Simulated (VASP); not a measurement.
# C (R-3m) in VASP: relaxation of cell and atoms with LDA

Aim: the relaxation of cell and atoms of C with LDA.

Program: VASP 6.6.1. These are calculated values, not measurements. Logs are shortened: lines on timing, memory, paths and dates and some standing lists are left out, and cuts for length are marked.

## 1. The cell of the first run

It takes space group R-3m (No. 166, trigonal). The conventional cell has a = 2.456 Å, b = 2.456 Å, c = 10.041 Å, α = 90.00°, β = 90.00°, γ = 120.00°. C (site symmetry 3m) has 3 C at 1.42 Å within 1.9 Å.

## 2. Relaxation of cell and atoms, LDA, target pressure -2 GPa, at which the enthalpy is minimised

INCAR reads:

```
SYSTEM = C
PREC     = Accurate       ! precision mode
ENCUT    = 600            ! plane-wave cutoff, eV
EDIFF    = 1E-7           ! SCF threshold, eV
ISMEAR   = -1             ! smearing method
SIGMA    = 0.1            ! smearing width, eV
LREAL    = .False.        ! projectors in reciprocal space
LASPH    = .True.         ! aspherical terms in the spheres
NELM     = 120            ! most SCF steps
ALGO     = Normal         ! electronic algorithm
ISIF     = 3              ! what is computed and relaxed
LWAVE    = .False.        ! write WAVECAR
LCHARG   = .False.        ! write CHGCAR
IBRION   = 2              ! ionic algorithm
NSW      = 80             ! ionic steps
EDIFFG   = -0.03          ! ionic threshold
PSTRESS  = -20.0        
GGA_COMPAT= .False.      
NELMIN   = 4
```

KPOINTS reads:

```
regular mesh
0
Gamma
  14 14 14
  0 0 0
```

POSCAR reads:

```
C
1.0
    1.2280287100      0.7090027100      3.3470114500
   -1.2280287100      0.7090027100      3.3470114500
    0.0000000000     -1.4180054100      3.3470114500
C
2
Direct
    0.8359999984      0.8359999984      0.8360000043
    0.1639999993      0.1639999993      0.1640000004
```

Potentials or basis: VASP PAW LDA potentials, release 64 (C).

The run is started by

```
$ cat potpaw_LDA.64/C/POTCAR > POTCAR
$ mpirun -np 1 vasp_std > vasp.out
```

OUTCAR:

```text
SYSTEM = C
   PREC = Accurate
   ENCUT = 600
   EDIFF = 1E-7
   ISMEAR = -1
   LREAL = .False.
   LASPH = .True.
   NELM = 120
   ISIF = 3
   IBRION = 2
   NSW = 80
   EDIFFG = -0.03
   PSTRESS = -20.0
   NELMIN = 4

 ion  position               nearest neighbor table
   1  0.836  0.836  0.836-   2 1.42   2 1.42   2 1.42
   2  0.164  0.164  0.164-   1 1.42   1 1.42   1 1.42

  LATTYP: Found a trigonal (rhomboedric) cell.
 ALAT       =     3.6350000002
 COS(alpha) =     0.7717355885

  Lattice vectors:

 A1 = (   1.2280287100,   0.7090027100,   3.3470114500)
 A2 = (  -1.2280287100,   0.7090027100,   3.3470114500)
 A3 = (   0.0000000000,  -1.4180054100,   3.3470114500)

Analysis of symmetry for initial positions (statically):
=====================================================================
 Subroutine PRICEL returns:
 Original cell was already a primitive cell.

 Routine SETGRP: Setting up the symmetry group for a
 trigonal (rhombohedral) supercell.

 Subroutine GETGRP returns: Found 12 space group operations
 (whereof 12 operations were pure point group operations)
 out of a pool of 12 trial point group operations.

The static configuration has the point symmetry D_3d.

Analysis of symmetry for dynamics (positions and initial velocities):
=====================================================================
 Subroutine PRICEL returns:
 Original cell was already a primitive cell.

 Routine SETGRP: Setting up the symmetry group for a
 trigonal (rhombohedral) supercell.

 Subroutine GETGRP returns: Found 12 space group operations
 (whereof 12 operations were pure point group operations)
 out of a pool of 12 trial point group operations.

The dynamic configuration has the point symmetry D_3d.

 Subroutine INISYM returns: Found 12 space group operations
 (whereof 12 operations are pure point group operations),
 and found     1 'primitive' translations

----------------------------------------------------------------------------------------

                                     Primitive cell

  volume of cell :      17.4850

  direct lattice vectors                    reciprocal lattice vectors
     1.228028710  0.709002710  3.347011450     0.407156605  0.235071975  0.099591333
    -1.228028710  0.709002710  3.347011450    -0.407156605  0.235071975  0.099591333
     0.000000000 -1.418005410  3.347011450     0.000000000 -0.470143950  0.099591334

  length of vectors
     3.635000000  3.635000000  3.634999999     0.480576495  0.480576495  0.480576495

  position of ions in fractional coordinates (direct lattice)
     0.835999998  0.835999998  0.836000004
     0.163999999  0.163999999  0.164000000

  ion indices of the primitive-cell ions
   primitive index   ion index
                 1           1
                 2           2

----------------------------------------------------------------------------------------

 KPOINTS: regular mesh

Automatic generation of k-mesh.
 Grid dimensions read from file:
 generate k-points for:   14   14   14

 Generating k-lattice:

  Cartesian coordinates                     Fractional coordinates (reciprocal lattice)
     0.029082615  0.016790855  0.007113667     0.071428571  0.000000000 -0.000000000
    -0.029082615  0.016790855  0.007113667     0.000000000  0.071428571 -0.000000000
     0.000000000 -0.033581711  0.007113667    -0.000000000 -0.000000000  0.071428571

  Length of vectors
     0.034326893  0.034326893  0.034326893

  Shift w.r.t. Gamma in fractional coordinates (k-lattice)
     0.000000000  0.000000000  0.000000000

 Subroutine IBZKPT returns following result:
 ===========================================

 Found    288 irreducible k-points:

 Following reciprocal coordinates:
            Coordinates               Weight
  0.000000  0.000000  0.000000      1.000000
  0.071429  0.000000  0.000000      6.000000
  0.142857  0.000000  0.000000      6.000000
  0.214286  0.000000  0.000000      6.000000
  0.285714  0.000000  0.000000      6.000000
  0.357143  0.000000  0.000000      6.000000
[... 16 lines left out ...]
  0.214286  0.142857  0.000000     12.000000
  0.285714  0.142857  0.000000     12.000000
 [... further k-points ...]
   k-points           NKPTS =    288   k-points in BZ     NKDIM =    288   number of bands    NBANDS=      8
   number of dos      NEDOS =    301   number of ions     NIONS =      2
   total plane-waves  NPLWV =  27000
   dimension x,y,z NGX =    30 NGY =   30 NGZ =   30
   dimension x,y,z NGXF=    60 NGYF=   60 NGZF=   60
   ions per type =               2
   NGX,Y,Z   is equivalent  to a cutoff of  13.72, 13.72, 13.72 a.u.
   NGXF,Y,Z  is equivalent  to a cutoff of  27.44, 27.44, 27.44 a.u.
 SYSTEM =  C
   PREC   = accura    normal or accurate (medium, high low for compatibility)
   ISTART =      0    job   : 0-new  1-cont  2-samecut
   ICHARG =      2    charge: 1-file 2-atom 10-const
   ISPIN  =      1    spin polarized calculation?
   LNONCOLLINEAR =      F non collinear calculations
   LSORBIT =      F    spin-orbit coupling
   LASPH  =      T    aspherical Exc in radial PAW
   ENCUT  =  600.0 eV  44.10 Ry    6.64 a.u.   7.26  7.26  7.26*2*pi/ulx,y,z
   NELM   =    120;   NELMIN=  4; NELMDL= -5     # of ELM steps
   EDIFF  = 0.1E-06   stopping-criterion for ELM
   LREAL  =      F    real-space projection
   EDIFFG = -.3E-01   stopping-criterion for IOM
   NSW    =     80    number of steps for IOM
   IBRION =      2    ionic relax: 0-MD 1-quasi-New 2-CG
   NFREE  =      1    steps in history (QN), initial steepest desc. (CG)
   ISIF   =      3    stress and relaxation
   ISYM   =      2    0-nonsym 1-usesym 2-fastsym
   POTIM  = 0.5000    time-step for ionic-motion
   TEBEG  =    0.0;   TEEND  =   0.0 temperature during run
   PSTRESS=  -20.0 pullay stress
   NELECT =       8.0000    total number of electrons
   NUPDOWN=      -1.0000    fix difference up-down
   EMIN   =  10.00;   EMAX   =-10.00  energy-range for DOS
   EFERMI =   0.00;   METHOD = LEGACY
   ISMEAR =    -1;   SIGMA  =   0.10  broadening in eV -4-tet -1-fermi 0-gaus
   EFERMI_NEDOS =   21; number of points for ismear=-14 and -15
   IALGO  =     38    algorithm
   IMIX   =      4    mixing-type and parameters
     AMIX     =   0.40;   BMIX     =  1.00
     AMIX_MAG =   1.60;   BMIX_MAG =  1.00
  volume/ion in A,a.u.               =       8.74        59.00
  Fermi-wavevector in a.u.,A,eV,Ry     =   1.261488  2.383867 21.651666  1.591353
  Thomas-Fermi vector in A             =   2.394945
   LORBIT       =      0    0 simple, 1 ext, 2 COOP (PROOUT), +10 PAW based schemes
   GGA     = CA    functional components
   LHFCALC =     F    Hartree Fock is set to
   AEXX    =    0.0000 exact exchange contribution
   IVDW    =     0    specifies the selected vdW correction
   LEPSILON=     F    determine dielectric tensor
   LRPA    =     F    only Hartree local field effects (RPA)
 conjugate gradient relaxation of ions
 non-spin polarized calculation
  energy-cutoff  :      600.00
  volume of cell :       17.48
 maximum number of plane-waves:       596
 NGX is ok and might be reduce to    30
   NGX = 15   NGY = 15   NGZ = 15

--------------------------------------- Ionic step        1  -------------------------------------------

 number of electron       8.0000000 magnetization

 Free energy of the ion-electron system (eV)
  ---------------------------------------------------
  ext. energy  EPLUGINS =         0.00000000
  ---------------------------------------------------
  free energy    TOTEN  =       -20.20554437 eV

  energy without entropy =      -20.20505238  energy(sigma->0) =      -20.20529837

------------------------ aborting loop because EDIFF is reached ----------------------------------------

  FORCE on cell =-STRESS in cart. coord.  units (eV):
  Direction    XX          YY          ZZ          XY          YZ          ZX
  --------------------------------------------------------------------------------------
  -------------------------------------------------------------------------------------
  Total       -0.5579532     -0.5579532     -0.1225209      0.0000000     -0.0000000      0.0000000
  in kB      -51.1261996    -51.1261997    -11.2267965      0.0000000     -0.0000000      0.0000000
  external PRESSURE =     -17.8263986 kB  Pullay stress =     -20.0000000 kB
[... 93 lines left out ...]
  FREE ENERGIE OF THE ION-ELECTRON SYSTEM (eV)
  ---------------------------------------------------
  free  energy   TOTEN  =       -20.2313882639 eV

  energy  without entropy=      -20.2310272125  energy(sigma->0) =      -20.23120774

  enthalpy is  TOTEN    =       -20.4479176400 eV   P V=       -0.2165293761

 E-fermi :   4.0800     XC(G=0): -10.3311

 val. band max:        3.6595943527   @ k =  -0.1429   0.5000   0.1429
 cond. band min:       4.5352683305   @ k =  -0.1429   0.5000   0.1429
 fundamental gap:      0.8756739779
 Fermi energy:         4.0799870221

 k-point     1 :       0.0000    0.0000    0.0000
  band No.  band energies     occupation
      1     -15.4685      2.00000
      2      -2.9611      2.00000
      3       1.0454      2.00000
      4       1.0454      2.00000
      5       7.3395      0.00000
      6      12.4684      0.00000
      7      12.4684      0.00000
      8      15.5640      0.00000
[... 243 lines left out ...]
 k-point    24 :       0.2857    0.1429    0.0000
  band No.  band energies     occupation
      1     -13.9870      2.00000
      2      -2.7372      2.00000
      3      -1.6341      2.00000
      4      -1.5760      2.00000
      5       9.8988      0.00000
      6      11.4960      0.00000
      7      13.7139      0.00000
      8      15.5713      0.00000

 [... further k-points ...]

 E-fermi :   3.4854     XC(G=0):  -9.8637

 val. band max:        2.9973271585   @ k =  -0.1429   0.5000   0.1429
 cond. band min:       4.0144090739   @ k =  -0.1429   0.5000   0.1429
 fundamental gap:      1.0170819153
 Fermi energy:         3.4853669169

 k-point     1 :       0.0000    0.0000    0.0000
  band No.  band energies     occupation
      1     -16.0118      2.00000
      2      -3.7968      2.00000
      3       0.4579      2.00000
      4       0.4579      2.00000
      5       6.4025      0.00000
      6      11.8782      0.00000
      7      11.8782      0.00000
      8      15.0173      0.00000
[... 243 lines left out ...]
 k-point    24 :       0.2857    0.1429    0.0000
  band No.  band energies     occupation
      1     -14.5476      2.00000
      2      -3.3261      2.00000
      3      -2.2929      2.00000
      4      -2.2220      2.00000
      5       8.8511      0.00000
      6      10.9614      0.00000
      7      13.1109      0.00000
      8      14.9791      0.00000

 [... further k-points ...]

[... ionic steps 4 to 13 ...]

--------------------------------------- Ionic step       14  -------------------------------------------

 number of electron       7.9999999 magnetization

------------------------ aborting loop because EDIFF is reached ----------------------------------------

  FORCE on cell =-STRESS in cart. coord.  units (eV):
  Direction    XX          YY          ZZ          XY          YZ          ZX
  --------------------------------------------------------------------------------------
  -------------------------------------------------------------------------------------
  Total       -0.3033738     -0.3033738     -0.2978991      0.0000000     -0.0000000      0.0000000
  in kB      -22.1024201    -22.1024201    -21.7035572      0.0000000     -0.0000000      0.0000000
  external PRESSURE =      -1.9694658 kB  Pullay stress =     -20.0000000 kB
[... 61 lines left out ...]
  enthalpy is  TOTEN    =       -20.4609063232 eV   P V=       -0.2748583667

--------------------------------------- Ionic step       16  -------------------------------------------

 number of electron       7.9999999 magnetization

 Free energy of the ion-electron system (eV)
  ---------------------------------------------------
  ext. energy  EPLUGINS =         0.00000000
  ---------------------------------------------------
  free energy    TOTEN  =       -20.18668300 eV

  energy without entropy =      -20.18648849  energy(sigma->0) =      -20.18658575

 E-fermi :   2.8023     XC(G=0):  -9.2734

 val. band max:        2.2584119124   @ k =  -0.1429   0.5000   0.1429
 cond. band min:       3.3791319183   @ k =  -0.1429   0.5000   0.1429
 fundamental gap:      1.1207200059
 Fermi energy:         2.8023463212

 k-point     1 :       0.0000    0.0000    0.0000
  band No.  band energies     occupation
      1     -16.6588      2.00000
      2      -4.6821      2.00000
      3      -0.2266      2.00000
      4      -0.2266      2.00000
      5       5.4678      0.00000
      6      11.1865      0.00000
      7      11.1865      0.00000
      8      14.3665      0.00000
[... 243 lines left out ...]
 k-point    24 :       0.2857    0.1429    0.0000
  band No.  band energies     occupation
      1     -15.2076      2.00000
      2      -4.0104      2.00000
      3      -3.0798      2.00000
      4      -2.9049      2.00000
      5       7.8076      0.00000
      6      10.3154      0.00000
      7      12.4066      0.00000
      8      14.2795      0.00000

 [... further k-points ...]

------------------------ aborting loop because EDIFF is reached ----------------------------------------

  FORCE on cell =-STRESS in cart. coord.  units (eV):
  Direction    XX          YY          ZZ          XY          YZ          ZX
  --------------------------------------------------------------------------------------
  -------------------------------------------------------------------------------------
  Total       -0.2465361     -0.2465361     -0.3044686     -0.0000000     -0.0000000      0.0000000
  in kB      -17.9760188    -17.9760188    -22.2001287     -0.0000000     -0.0000000      0.0000000
  external PRESSURE =       0.6159445 kB  Pullay stress =     -20.0000000 kB
[... 17 lines left out ...]
  FREE ENERGIE OF THE ION-ELECTRON SYSTEM (eV)
  ---------------------------------------------------
  free  energy   TOTEN  =       -20.1866830033 eV

  energy  without entropy=      -20.1864884926  energy(sigma->0) =      -20.18658575

  enthalpy is  TOTEN    =       -20.4609774057 eV   P V=       -0.2742944024

 reached required accuracy - stopping structural energy minimisation
```

Run time: 20 min. Hardware: 1 thread of Intel Xeon 8259CL, shared host; peak memory 0.17 GiB.

Results:

- Free energy: -20.1867 eV
- Relaxed volume: 10.99 Å³/atom
- Relaxed cell: a = 4.454 Å, b = 4.454 Å, c = 4.454 Å, α = 31.94°, β = 31.94°, γ = 31.94°
- Space group after relaxing (to 0.1 Å): R-3m (No. 166)
- Energy change on relaxing (the run minimises the enthalpy): +9.4 meV/atom
- Ionic steps: 16
- Pressure after relaxing: -1.9 GPa
- Largest force after relaxing: 0.022 eV/Å

Forces on the atoms (eV/Å):
```
C    0.000  0.000  0.022
C    0.000  0.000 -0.022
```

Step by step:
```tsv
step	energy change (eV)	largest force (eV/Å)	pressure (GPa)	volume (Å³)
1	0.0000	0.9056	-3.78	17.48
2	-0.0130	0.5996	3.37	17.24
3	-0.0258	0.0535	0.32	17.35
4	-0.0211	0.1124	-4.86	17.62
5	-0.0254	0.0117	-1.75	17.45
6	-0.0252	0.0129	-1.75	17.51
7	-0.0243	0.0169	-1.78	17.68
8	-0.0220	0.0258	-1.81	18.03
9	-0.0160	0.0467	-1.77	18.71
10	-0.0020	0.0965	-1.60	20.09
11	0.0339	0.2160	-1.93	22.83
12	0.0044	0.1296	-1.56	20.70
13	0.0170	0.1745	-1.63	21.77
14	0.0192	0.0563	-2.20	21.99
15	0.0195	0.0419	-2.27	22.02
16	0.0189	0.0218	-1.94	21.97
```

Final structure:
```
C
1.0
     1.22548    0.70753    4.22370
    -1.22548    0.70753    4.22370
     0.00000   -1.41507    4.22370
C
2
Direct
  0.83329 0.83329 0.83329
  0.16671 0.16671 0.16671
```

Caveat: the cell is relaxed towards a set pressure, so the run minimises the enthalpy, not the energy; the volume moved by over 15 % at a fixed basis, so the end points are rough.
